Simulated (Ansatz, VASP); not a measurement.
Cd2TeSe5 in VASP and in Ansatz

```
CELL_PARAMETERS angstrom
7.25656 0.00000 0.00000
-3.62828 6.28437 0.00000
0.00000 0.00000 5.33667
ATOMIC_POSITIONS crystal
Cd 0.33333 0.66667 0.04170
Cd 0.66667 0.33333 0.04170
Te 0.00000 0.00000 0.19397
Se 0.28154 0.00000 0.87772
Se 0.00000 0.28154 0.87772
Se 0.71846 0.71846 0.87772
Se 0.33333 0.66667 0.52436
Se 0.66667 0.33333 0.52436
```

Alike in both runs: functional PBE; k mesh 2 × 2 × 2; occupations gaussian, width 0.15 eV; no spin polarisation.

Ansatz relaxed the structure, and its values are those at the end. VASP's run is a single point on that final structure, the one shown.

|  | VASP | Ansatz |
| --- | --- | --- |
| version | VASP 6.6.1 | Ansatz 0.2.0 |
| potentials or method | VASP PAW PBE potentials, release 64 (Cd, Te, Se), cutoff 500 eV | scalar-relativistic, plane waves, PAW |
| valence electrons in the cell | 60 | 136 |

Ansatz gave:

* gap on the k mesh at the Fermi level (eV): none
* pressure (GPa): -0.1
* rms of the force components (eV/Å): 0.026

**Question.** What did VASP give for the same quantities?

**Answer.** gap on the k mesh at the Fermi level (eV): none; pressure (GPa): 0.1; rms of the force components (eV/Å): 0.028.

A gap of «none» marks a metal or a gap that the smearing closes. VASP's potentials hold 60 valence electrons a cell and Ansatz's 136, so a difference there can come from the potentials and not from the codes.

The k mesh is coarse, so the values compare programs but aren't converged. Neither program's run includes spin-orbit coupling.
